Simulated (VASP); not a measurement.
# LaTlO2 (Pmmn) in VASP: single point with PBEsol

Aim: the single point of LaTlO2 with PBEsol.

All numbers are computed with VASP 6.6.1; they aren't measurements. Logs are shortened: lines on timing, memory, paths and dates and some standing lists are left out, and cuts for length are marked.

### Step 1. The cell of the first run

The structure is orthorhombic, space group Pmmn (No. 59). The conventional cell has a = 3.814 Å, b = 4.167 Å, c = 10.597 Å, α = 90.00°, β = 90.00°, γ = 90.00°. Within 3.3 Å of Tl (site symmetry mm2) lie 2 O at 2.47 Å. O (site symmetry mm2) has 2 La at 2.46 Å and 2 Tl at 2.47 Å and 1 O at 3.12 Å within 3.2 Å. Within 3.0 Å of O (site symmetry mm2) lie 4 La at 2.29 to 2.47 Å and 4 O at 2.89 Å. La (site symmetry mm2) has 6 O at 2.29 to 2.47 Å within 3.0 Å.

### Step 2. Single point, PBEsol

File INCAR:

```
PREC = Accurate ; ENCUT = 520
EDIFF = 1E-6 ; ISMEAR = -1
SIGMA = 0.03 ; LREAL = False
LASPH = True ; NELM = 60
ALGO = Normal ; ISIF = 2
LWAVE = False ; LCHARG = False
GGA = PS ; NBANDS = 46
```

File KPOINTS:

```
Automatic mesh
0
Gamma
  6 4 4
```

File POSCAR:

```
LaTlO2
1.0
    3.8135430267      0.0000000000      0.0000000000
    0.0000000000      4.1667671780      0.0000000000
    0.0000000000      0.0000000000     10.5974664132
Tl O La
2 4 2
Direct
    0.0000000000      0.0000000000      0.8910558367
    0.5000000000      0.5000000000      0.1089441633
    0.0000000000      0.5000000000      0.7655082405
    0.5000000000      0.0000000000      0.2344917595
    0.0000000000      0.5000000000      0.4710201170
    0.5000000000      0.0000000000      0.5289798830
    0.0000000000      0.0000000000      0.3811354430
    0.5000000000      0.5000000000      0.6188645570
```

Potentials or basis: VASP PAW PBE potentials, release 64 (Tl_d, O, La).

Command:

```bash
cat potpaw_PBE.64/Tl_d/POTCAR potpaw_PBE.64/O/POTCAR potpaw_PBE.64/La/POTCAR > POTCAR
mpirun -np 1 vasp_std > vasp.out
```

OUTCAR:

```text
PREC = Accurate
   ENCUT = 520
   EDIFF = 1E-6
   ISMEAR = -1
   LREAL = False
   LASPH = True
   NELM = 60
   ISIF = 2
   GGA = PS

 ion  position               nearest neighbor table
   1  0.000  0.000  0.891-   3 2.47   3 2.47   2 3.65   2 3.65   2 3.65   2 3.65
   2  0.500  0.500  0.109-   4 2.47   4 2.47   1 3.65   1 3.65   1 3.65   1 3.65
   3  0.000  0.500  0.766-   8 2.46   8 2.46   1 2.47   1 2.47
   4  0.500  0.000  0.234-   7 2.46   7 2.46   2 2.47   2 2.47
   5  0.000  0.500  0.471-   7 2.29   7 2.29   8 2.47   8 2.47
   6  0.500  0.000  0.529-   8 2.29   8 2.29   7 2.47   7 2.47
   7  0.000  0.000  0.381-   5 2.29   5 2.29   4 2.46   4 2.46   6 2.47   6 2.47
   8  0.500  0.500  0.619-   6 2.29   6 2.29   3 2.46   3 2.46   5 2.47   5 2.47

  LATTYP: Found a simple orthorhombic cell.
 ALAT       =     3.8135430267
 B/A-ratio  =     1.0926236177
 C/A-ratio  =     2.7789030670

  Lattice vectors:

 A1 = (   3.8135430267,   0.0000000000,   0.0000000000)
 A2 = (   0.0000000000,   4.1667671780,   0.0000000000)
 A3 = (   0.0000000000,   0.0000000000,  10.5974664132)

Analysis of symmetry for initial positions (statically):
=====================================================================
 Subroutine PRICEL returns:
 Original cell was already a primitive cell.

 Routine SETGRP: Setting up the symmetry group for a
 simple orthorhombic supercell.

 Subroutine GETGRP returns: Found  8 space group operations
 (whereof  4 operations were pure point group operations)
 out of a pool of  8 trial point group operations.

The static configuration has the point symmetry C_2v.
 The point group associated with its full space group is D_2h.

Analysis of symmetry for dynamics (positions and initial velocities):
=====================================================================
 Subroutine PRICEL returns:
 Original cell was already a primitive cell.

 Routine SETGRP: Setting up the symmetry group for a
 simple orthorhombic supercell.

 Subroutine GETGRP returns: Found  8 space group operations
 (whereof  4 operations were pure point group operations)
 out of a pool of  8 trial point group operations.

The dynamic configuration has the point symmetry C_2v.
 The point group associated with its full space group is D_2h.

 Subroutine INISYM returns: Found  8 space group operations
 (whereof  4 operations are pure point group operations),
 and found     1 'primitive' translations
[... 109 lines left out ...]
   EDIFFG = 0.1E-04   stopping-criterion for IOM
   NSW    =      0    number of steps for IOM
   IBRION =     -1    ionic relax: 0-MD 1-quasi-New 2-CG
   NFREE  =      0    steps in history (QN), initial steepest desc. (CG)
   ISIF   =      2    stress and relaxation
   ISYM   =      2    0-nonsym 1-usesym 2-fastsym
   POTIM  = 0.5000    time-step for ionic-motion
   TEBEG  =    0.0;   TEEND  =   0.0 temperature during run
   PSTRESS=    0.0 pullay stress
   NELECT =      72.0000    total number of electrons
   NUPDOWN=      -1.0000    fix difference up-down
   EMIN   =  10.00;   EMAX   =-10.00  energy-range for DOS
   EFERMI =   0.00;   METHOD = LEGACY
   ISMEAR =    -1;   SIGMA  =   0.03  broadening in eV -4-tet -1-fermi 0-gaus
   EFERMI_NEDOS =   21; number of points for ismear=-14 and -15
   IALGO  =     38    algorithm
   IMIX   =      4    mixing-type and parameters
     AMIX     =   0.40;   BMIX     =  1.00
     AMIX_MAG =   1.60;   BMIX_MAG =  1.00
  volume/ion in A,a.u.               =      21.05       142.05
  Fermi-wavevector in a.u.,A,eV,Ry     =   1.233320  2.330636 20.695517  1.521078
  Thomas-Fermi vector in A             =   2.368055
   LORBIT       =      0    0 simple, 1 ext, 2 COOP (PROOUT), +10 PAW based schemes
   GGA     = PS    functional components
   LHFCALC =     F    Hartree Fock is set to
   AEXX    =    0.0000 exact exchange contribution
   IVDW    =     0    specifies the selected vdW correction
   LEPSILON=     F    determine dielectric tensor
   LRPA    =     F    only Hartree local field effects (RPA)
 non-spin polarized calculation
  energy-cutoff  :      520.00
  volume of cell :      168.40
 maximum number of plane-waves:      4584
   NGX = 15   NGY = 15   NGZ = 39

 number of electron      71.9999999 magnetization

 Free energy of the ion-electron system (eV)
  ---------------------------------------------------
  ext. energy  EPLUGINS =         0.00000000
  ---------------------------------------------------
  free energy    TOTEN  =       -55.09351486 eV

  energy without entropy =      -55.09351259  energy(sigma->0) =      -55.09351372

 E-fermi :   4.6326     XC(G=0):  -9.7474

 val. band max:        4.2935701999   @ k =   0.3333   0.2500   0.0000
 cond. band min:       4.9534778805   @ k =   0.5000   0.5000   0.5000
 fundamental gap:      0.6599076806
 Fermi energy:         4.6326266020

 k-point     1 :       0.0000    0.0000    0.0000
  band No.  band energies     occupation
      1     -25.4488      2.00000
      2     -25.2270      2.00000
      3     -13.0415      2.00000
      4     -11.9856      2.00000
      5     -11.5639      2.00000
      6     -11.5185      2.00000
[... 1165 lines left out ...]
     45       9.6119      0.00000
     46       9.6155      0.00000

 [... further k-points ...]

------------------------ aborting loop because EDIFF is reached ----------------------------------------

  FORCE on cell =-STRESS in cart. coord.  units (eV):
  Direction    XX          YY          ZZ          XY          YZ          ZX
  --------------------------------------------------------------------------------------
  -------------------------------------------------------------------------------------
  Total       -0.1414989     -0.0831182     -0.0862790      0.0000000      0.0000000      0.0000000
  in kB       -1.3462752     -0.7908183     -0.8208919      0.0000000      0.0000000      0.0000000
  external PRESSURE =      -0.9859951 kB  Pullay stress =       0.0000000 kB

 VOLUME and BASIS-vectors are now :
 -----------------------------------------------------------------------------
  energy-cutoff  :      520.00
  volume of cell :      168.40
      direct lattice vectors                 reciprocal lattice vectors
     3.813543027  0.000000000  0.000000000     0.262223343  0.000000000  0.000000000
     0.000000000  4.166767178  0.000000000     0.000000000  0.239994211  0.000000000
     0.000000000  0.000000000 10.597466413     0.000000000  0.000000000  0.094362177

 POSITION                                       TOTAL-FORCE (eV/Angst)
 -----------------------------------------------------------------------------------
      0.00000      0.00000      9.44293         0.000000      0.000000      0.014810
      1.90677      2.08338      1.15453         0.000000      0.000000     -0.014810
      0.00000      2.08338      8.11245         0.000000      0.000000     -0.015193
      1.90677      0.00000      2.48502         0.000000      0.000000      0.015193
      0.00000      2.08338      4.99162         0.000000      0.000000     -0.004091
      1.90677      0.00000      5.60585         0.000000      0.000000      0.004091
      0.00000      0.00000      4.03907         0.000000      0.000000      0.007129
      1.90677      2.08338      6.55840         0.000000      0.000000     -0.007129
 -----------------------------------------------------------------------------------
    total drift:                                0.000000     -0.000000      0.000000

  FREE ENERGIE OF THE ION-ELECTRON SYSTEM (eV)
  ---------------------------------------------------
  free  energy   TOTEN  =       -55.0935148587 eV

  energy  without entropy=      -55.0935125912  energy(sigma->0) =      -55.09351372
```

OSZICAR:

```text
N       E                     dE             d eps       ncg     rms          rms(c)
DAV:   1     0.943892649172E+03    0.94389E+03   -0.29837E+04  3342   0.220E+03
DAV:   2     0.211339558489E+03   -0.73255E+03   -0.66011E+03  3620   0.447E+02
DAV:   3    -0.147356190609E+02   -0.22608E+03   -0.21579E+03  4702   0.232E+02
DAV:   4    -0.622526538330E+02   -0.47517E+02   -0.43969E+02  5614   0.930E+01
DAV:   5    -0.658256607472E+02   -0.35730E+01   -0.35621E+01  5880   0.291E+01    0.175E+01
DAV:   6    -0.562147090902E+02    0.96110E+01   -0.68123E+01  5032   0.389E+01    0.982E+00
DAV:   7    -0.556944280227E+02    0.52028E+00   -0.10466E+01  5956   0.228E+01    0.532E+00
DAV:   8    -0.551777469040E+02    0.51668E+00   -0.37185E+00  5632   0.116E+01    0.201E+00
DAV:   9    -0.550937919399E+02    0.83955E-01   -0.10097E+00  5584   0.504E+00    0.761E-01
DAV:  10    -0.550969353492E+02   -0.31434E-02   -0.16239E-01  5360   0.203E+00    0.541E-01
DAV:  11    -0.550943990536E+02    0.25363E-02   -0.23656E-02  6120   0.101E+00    0.215E-01
DAV:  12    -0.550934032779E+02    0.99578E-03   -0.61613E-03  5224   0.343E-01    0.831E-02
DAV:  13    -0.550935453289E+02   -0.14205E-03   -0.24145E-03  5856   0.301E-01    0.581E-02
DAV:  14    -0.550935138676E+02    0.31461E-04   -0.44302E-04  5224   0.118E-01    0.235E-02
DAV:  15    -0.550935200086E+02   -0.61411E-05   -0.22385E-04  5464   0.699E-02    0.200E-02
DAV:  16    -0.550935168129E+02    0.31958E-05   -0.25709E-05  5472   0.311E-02    0.113E-02
DAV:  17    -0.550935151139E+02    0.16990E-05   -0.18463E-05  4888   0.221E-02    0.347E-03
DAV:  18    -0.550935148587E+02    0.25516E-06   -0.18208E-06  3056   0.123E-02
   1 F= -.55093515E+02 E0= -.55093514E+02  d E =-.226752E-05
```

Wall time 10 min (1 thread of Intel Xeon Platinum 8375C at 2.90GHz (Ice Lake), shared host); peak memory 0.41 GiB.

Results:

```
Free energy            : -55.0935 eV
Pressure               : -0.1 GPa
Largest force          : 0.015 eV/Å
Band gap on the k mesh : 0.66 eV (least direct gap 1.01 eV)
```

Forces on the atoms (eV/Å):
```
Tl   0.000  0.000  0.015
Tl   0.000  0.000 -0.015
O    0.000  0.000 -0.015
O    0.000  0.000  0.015
O    0.000  0.000 -0.004
O    0.000  0.000  0.004
La   0.000  0.000  0.007
La   0.000  0.000 -0.007
```

Levels at points of the mesh, in eV from the valence-band top:
```csv
k point,band 33,band 34,band 35,band 36,band 37,band 38,band 39,band 40
"(0.00, 0.00, 0.00)",-0.78,-0.75,-0.39,-0.33,1.75,4.00,4.79,5.15
"(0.50, 0.00, 0.00)",-0.96,-0.96,-0.23,-0.23,1.29,1.29,4.42,4.42
"(0.00, 0.50, 0.00)",-0.88,-0.88,-0.70,-0.70,3.15,3.15,4.60,4.60
"(0.50, 0.50, 0.00)",-0.93,-0.93,-0.33,-0.33,0.67,0.67,4.55,4.55
"(0.00, 0.00, 0.50)",-0.79,-0.71,-0.65,-0.37,1.99,3.73,4.81,5.03
"(0.50, 0.00, 0.50)",-0.86,-0.86,-0.33,-0.33,1.31,1.31,4.35,4.35
"(0.00, 0.50, 0.50)",-0.88,-0.88,-0.72,-0.72,3.07,3.07,4.60,4.60
"(0.50, 0.50, 0.50)",-0.91,-0.91,-0.45,-0.45,0.66,0.66,4.48,4.48
```

Caveat: the PAW data sets were made with another functional, which shifts forces and pressure a little; spin-orbit coupling is left out, which moves the levels of the heavy elements. A k mesh can miss the band edges.
